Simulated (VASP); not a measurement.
# MgO (Fm-3m) in VASP: notebook

The runs below take MgO through single point, with r2SCAN.

Program: VASP 6.6.1. These are calculated values, not measurements. Logs are shortened: lines on timing, memory, paths and dates and some standing lists are left out, and cuts for length are marked.

## (1) The cell of the first run

Symmetry: Fm-3m, No. 225, cubic system. Conventional cell: a = 4.232 Å, b = 4.232 Å, c = 4.232 Å, α = 90.00°, β = 90.00°, γ = 90.00°. Mg (site symmetry m-3m) has 6 O at 2.12 Å within 2.8 Å. Within 2.8 Å of O (site symmetry m-3m) lie 6 Mg at 2.12 Å.

## (2) Single point, r2SCAN

File POSCAR:

```
MgO
1.0
    0.0000000000      2.1159000000      2.1159000000
    2.1159000000      0.0000000000      2.1159000000
    2.1159000000      2.1159000000      0.0000000000
Mg O
1 1
Direct
    0.0000000000      0.0000000000      0.0000000000
    0.5000000000      0.5000000000      0.5000000000
```

File INCAR.step1:

```
  ALGO = Normal
  EDIFF = 1E-5
  ENCUT = 660
  GGA = PE
  GGA_COMPAT = False
  ISMEAR = 0
  LASPH = True
  LCHARG = False
  LREAL = False
  LWAVE = True
  NBANDS = 11
  NELM = 120
  PREC = Accurate
  SIGMA = 0.15
```

File INCAR.step2:

```
  ALGO = Normal
  EDIFF = 1E-6
  ENCUT = 660
  GGA_COMPAT = False
  ISIF = 2
  ISMEAR = 0
  ISTART = 1
  LASPH = True
  LCHARG = False
  LMIXTAU = True
  LREAL = False
  LWAVE = False
  METAGGA = R2SCAN
  NBANDS = 11
  NELM = 120
  PREC = Accurate
  SIGMA = 0.15
```

File KPOINTS:

```
k-points
0
Gamma
  8 8 8
```

Potentials or basis: VASP PAW PBE potentials, release 64 (Mg, O).

Launch:

```sh
$ cat potpaw_PBE.64/Mg/POTCAR potpaw_PBE.64/O/POTCAR > POTCAR
$ cp INCAR.step1 INCAR
$ mpirun -np 1 vasp_std > vasp.out
$ cp INCAR.step2 INCAR
$ mpirun -np 1 vasp_std > vasp.out
```

OUTCAR:

```text
EDIFF = 1E-6
   ENCUT = 660
   ISIF = 2
   ISMEAR = 0
   ISTART = 1
   LASPH = True
   LREAL = False
   METAGGA = R2SCAN
   NELM = 120
   PREC = Accurate

 ion  position               nearest neighbor table
   1  0.000  0.000  0.000-   2 2.12   2 2.12   2 2.12   2 2.12   2 2.12   2 2.12
   2  0.500  0.500  0.500-   1 2.12   1 2.12   1 2.12   1 2.12   1 2.12   1 2.12

  LATTYP: Found a face centered cubic cell.
 ALAT       =     4.2318000000

  Lattice vectors:

 A1 = (   0.0000000000,   2.1159000000,   2.1159000000)
 A2 = (   2.1159000000,   0.0000000000,   2.1159000000)
 A3 = (   2.1159000000,   2.1159000000,   0.0000000000)

Analysis of symmetry for initial positions (statically):
=====================================================================
 Subroutine PRICEL returns:
 Original cell was already a primitive cell.

 Routine SETGRP: Setting up the symmetry group for a
 face centered cubic supercell.

 Subroutine GETGRP returns: Found 48 space group operations
 (whereof 48 operations were pure point group operations)
 out of a pool of 48 trial point group operations.

The static configuration has the point symmetry O_h .

Analysis of symmetry for dynamics (positions and initial velocities):
=====================================================================
 Subroutine PRICEL returns:
 Original cell was already a primitive cell.

 Routine SETGRP: Setting up the symmetry group for a
 face centered cubic supercell.

 Subroutine GETGRP returns: Found 48 space group operations
 (whereof 48 operations were pure point group operations)
 out of a pool of 48 trial point group operations.

The dynamic configuration has the point symmetry O_h .

 Subroutine INISYM returns: Found 48 space group operations
 (whereof 48 operations are pure point group operations),
 and found     1 'primitive' translations

----------------------------------------------------------------------------------------

                                     Primitive cell

  volume of cell :      18.9459

  direct lattice vectors                    reciprocal lattice vectors
     0.000000000  2.115900000  2.115900000    -0.236306064  0.236306064  0.236306064
     2.115900000  0.000000000  2.115900000     0.236306064 -0.236306064  0.236306064
     2.115900000  2.115900000  0.000000000     0.236306064  0.236306064 -0.236306064

  length of vectors
     2.992334477  2.992334477  2.992334477     0.409294108  0.409294108  0.409294108

  position of ions in fractional coordinates (direct lattice)
     0.000000000  0.000000000  0.000000000
[... 83 lines left out ...]
   NFREE  =      0    steps in history (QN), initial steepest desc. (CG)
   ISIF   =      2    stress and relaxation
   ISYM   =      2    0-nonsym 1-usesym 2-fastsym
   POTIM  = 0.5000    time-step for ionic-motion
   TEBEG  =    0.0;   TEEND  =   0.0 temperature during run
   PSTRESS=    0.0 pullay stress
   NELECT =       8.0000    total number of electrons
   NUPDOWN=      -1.0000    fix difference up-down
   EMIN   =  10.00;   EMAX   =-10.00  energy-range for DOS
   EFERMI =   0.00;   METHOD = LEGACY
   ISMEAR =     0;   SIGMA  =   0.15  broadening in eV -4-tet -1-fermi 0-gaus
   EFERMI_NEDOS =   21; number of points for ismear=-14 and -15
   IALGO  =     38    algorithm
   IMIX   =      4    mixing-type and parameters
     AMIX     =   0.40;   BMIX     =  1.00
     AMIX_MAG =   1.60;   BMIX_MAG =  1.00
  volume/ion in A,a.u.               =       9.47        63.93
  Fermi-wavevector in a.u.,A,eV,Ry     =   1.228192  2.320947 20.523793  1.508456
  Thomas-Fermi vector in A             =   2.363127
   LORBIT       =      0    0 simple, 1 ext, 2 COOP (PROOUT), +10 PAW based schemes
   METAGGA = R2SCAN    functional components
   LHFCALC =     F    Hartree Fock is set to
   AEXX    =    0.0000 exact exchange contribution
   IVDW    =     0    specifies the selected vdW correction
   LEPSILON=     F    determine dielectric tensor
   LRPA    =     F    only Hartree local field effects (RPA)
 non-spin polarized calculation
 Gauss-broadening in eV      SIGMA  =   0.15
  energy-cutoff  :      660.00
  volume of cell :       18.95
 maximum number of plane-waves:       745
 NGX is ok and might be reduce to    28
   NGX = 13   NGY = 13   NGZ = 13

 number of electron       8.0000000 magnetization

 Free energy of the ion-electron system (eV)
  ---------------------------------------------------
  ext. energy  EPLUGINS =         0.00000000
  ---------------------------------------------------
  free energy    TOTEN  =       -16.16150821 eV

  energy without entropy =      -16.16150821  energy(sigma->0) =      -16.16150821

 E-fermi :   3.3222     XC(G=0): -11.5203

 val. band max:        2.6708372584   @ k =   0.0000   0.0000   0.0000
 cond. band min:       8.1385576032   @ k =   0.0000   0.0000   0.0000
 fundamental gap:      5.4677203448
 Fermi energy:         3.3222291767

 k-point     1 :       0.0000    0.0000    0.0000
  band No.  band energies     occupation
      1     -15.4563      2.00000
      2       2.6708      2.00000
      3       2.6708      2.00000
      4       2.6708      2.00000
      5       8.1386      0.00000
      6      19.4270      0.00000
      7      19.4270      0.00000
      8      19.4270      0.00000
      9      23.5338      0.00000
     10      25.2851      0.00000
     11      25.2851      0.00000
[... 309 lines left out ...]
 k-point    24 :      -0.3750    0.2500    0.1250
  band No.  band energies     occupation
      1     -14.1011      2.00000
      2      -1.2691      2.00000
      3       0.7615      2.00000
      4       1.6842      2.00000
      5      13.1955      0.00000
      6      15.8676      0.00000
      7      17.1614      0.00000
      8      20.6000      0.00000
      9      24.2721      0.00000
     10      25.9725      0.00000
     11      30.1542      0.00000

 [... further k-points ...]
[... 5 lines left out ...]
  --------------------------------------------------------------------------------------
  -------------------------------------------------------------------------------------
  Total       -0.5375905     -0.5375905     -0.5375905      0.0000000      0.0000000      0.0000000
  in kB      -45.4618160    -45.4618160    -45.4618160      0.0000000      0.0000000      0.0000000
  external PRESSURE =     -45.4618160 kB  Pullay stress =       0.0000000 kB

 VOLUME and BASIS-vectors are now :
 -----------------------------------------------------------------------------
  energy-cutoff  :      660.00
  volume of cell :       18.95
      direct lattice vectors                 reciprocal lattice vectors
     0.000000000  2.115900000  2.115900000    -0.236306064  0.236306064  0.236306064
     2.115900000  0.000000000  2.115900000     0.236306064 -0.236306064  0.236306064
     2.115900000  2.115900000  0.000000000     0.236306064  0.236306064 -0.236306064

 POSITION                                       TOTAL-FORCE (eV/Angst)
 -----------------------------------------------------------------------------------
      0.00000      0.00000      0.00000         0.000000      0.000000      0.000000
      2.11590      2.11590      2.11590        -0.000000     -0.000000     -0.000000
 -----------------------------------------------------------------------------------
    total drift:                                0.000000      0.000000      0.000000

  FREE ENERGIE OF THE ION-ELECTRON SYSTEM (eV)
  ---------------------------------------------------
  free  energy   TOTEN  =       -16.1615082122 eV

  energy  without entropy=      -16.1615082122  energy(sigma->0) =      -16.16150821
```

OSZICAR.step1:

```text
N       E                     dE             d eps       ncg     rms          rms(c)
DAV:   1     0.247508319669E+02    0.24751E+02   -0.53306E+03   670   0.796E+02
DAV:   2    -0.126082679059E+02   -0.37359E+02   -0.35636E+02   760   0.155E+02
DAV:   3    -0.134696063508E+02   -0.86134E+00   -0.86057E+00   775   0.229E+01
DAV:   4    -0.134716631375E+02   -0.20568E-02   -0.20568E-02   695   0.124E+00
DAV:   5    -0.134716695875E+02   -0.64499E-05   -0.64499E-05   761   0.693E-02    0.720E+00
DAV:   6    -0.119359871511E+02    0.15357E+01   -0.88603E+00   665   0.163E+01    0.225E+00
DAV:   7    -0.119221387438E+02    0.13848E-01   -0.56581E-02   701   0.218E+00    0.135E+00
DAV:   8    -0.119165784386E+02    0.55603E-02   -0.29577E-02   671   0.195E+00    0.246E-01
DAV:   9    -0.119161840907E+02    0.39435E-03   -0.56570E-04   722   0.168E-01    0.141E-01
DAV:  10    -0.119161466591E+02    0.37432E-04   -0.55043E-04   698   0.177E-01    0.866E-03
DAV:  11    -0.119161473642E+02   -0.70503E-06   -0.26256E-06   411   0.145E-02
   1 F= -.11916147E+02 E0= -.11916147E+02  d E =-.275642E-10
```

It took 25 s on 1 thread of Intel Xeon 6975P-C (Granite Rapids), shared host; peak memory 0.17 GiB.

What came out:

```yaml
Free_energy: -16.1615 eV
Pressure: -4.5 GPa
Band_gap_on_the_k_mesh: 5.47 eV, direct
```

Caveat: the PAW data sets were made with another functional, which shifts forces and pressure a little.

## (3) Single point, r2SCAN

POSCAR is that of step 2.

File INCAR.step1:

```
SYSTEM = MgO
ALGO = Normal
EDIFF = 1E-5
ENCUT = 660
GGA = PE
GGA_COMPAT = .False.
ISMEAR = 0
LASPH = .True.
LCHARG = .False.
LREAL = .False.
LWAVE = .True.
NBANDS = 11
NELM = 120
PREC = Accurate
SIGMA = 0.3
```

File INCAR.step2:

```
SYSTEM = MgO
ALGO = Normal
EDIFF = 1E-6
ENCUT = 660
GGA_COMPAT = .False.
ISIF = 2
ISMEAR = 0
ISTART = 1
LASPH = .True.
LCHARG = .False.
LMIXTAU = .True.
LREAL = .False.
LWAVE = .False.
METAGGA = R2SCAN
NBANDS = 11
NELM = 120
PREC = Accurate
SIGMA = 0.3
```

File KPOINTS:

```
k-points
0
Gamma
  8 8 8
  0 0 0
```

Potentials or basis: VASP PAW PBE potentials, release 64 (Mg, O).

Launch:

```sh
$ cat potpaw_PBE.64/Mg/POTCAR potpaw_PBE.64/O/POTCAR > POTCAR
$ cp INCAR.step1 INCAR
$ mpirun -np 1 vasp_std > vasp.out
$ cp INCAR.step2 INCAR
$ mpirun -np 1 vasp_std > vasp.out
```

Run time: 26 s. Hardware: 1 thread of Intel Xeon 6975P-C (Granite Rapids), shared host; peak memory 0.17 GiB.

Results (log left out):

```
Free energy            : -16.1615 eV
Pressure               : -4.5 GPa
Band gap on the k mesh : 5.47 eV, direct
```

Levels at points of the mesh, in eV from the valence-band top:
| k point | band 1 | band 2 | band 3 | band 4 | band 5 | band 6 | band 7 | band 8 |
| --- | --- | --- | --- | --- | --- | --- | --- | --- |
| (0.00, 0.00, 0.00) | -18.13 | 0.00 | 0.00 | 0.00 | 5.47 | 16.76 | 16.76 | 16.76 |
| (0.50, 0.00, 0.00) | -16.91 | -4.55 | -0.66 | -0.66 | 8.71 | 13.64 | 17.28 | 17.28 |
| (0.50, 0.50, 0.00) | -16.67 | -4.04 | -1.35 | -1.35 | 10.02 | 10.91 | 14.13 | 20.15 |

Caveat: the PAW data sets were made with another functional, which shifts forces and pressure a little. r2SCAN opens gaps a little over a GGA but as a rule still falls short of measured ones.
